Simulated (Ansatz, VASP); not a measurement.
**One calculation of Ta, two programs**

```
Ta
1.0
     4.70158    0.00000    0.00000
    -2.35079    4.07169    0.00000
     0.00000    0.00000    2.63772
Ta
3
Direct
  0.00000 0.00000 0.00000
  0.33333 0.66667 0.50000
  0.66667 0.33333 0.50000
```

Alike in both runs: task single point; functional LDA; k mesh 9 × 9 × 13; occupations fermi-dirac, width 0.1 eV; no spin polarisation.

```csv
,VASP,Ansatz
version,VASP 6.6.1,Ansatz 0.2.0
potentials or method,"VASP PAW LDA potentials, release 64 (Ta_pv), cutoff 520 eV","plane waves (420 eV) with PAW, scalar-relativistic"
valence electrons in the cell,33,39
```

|  | VASP | Ansatz | Ansatz less VASP |
| --- | --- | --- | --- |
| pressure (GPa) | 10.1 | 9.2 | -0.95 |
| traceless stress, the component that is largest in VASP (GPa) | 0.45 | 0.37 | -0.074 |

Ansatz warns that its potentials were made for another functional, while VASP's fit it. LDA's correlation is that of Perdew and Zunger in VASP and of Perdew and Wang (1992) in Ansatz. VASP's potentials hold 33 valence electrons a cell and Ansatz's 39, so a difference there can come from the potentials and not from the codes.

Neither program's run includes spin-orbit coupling.
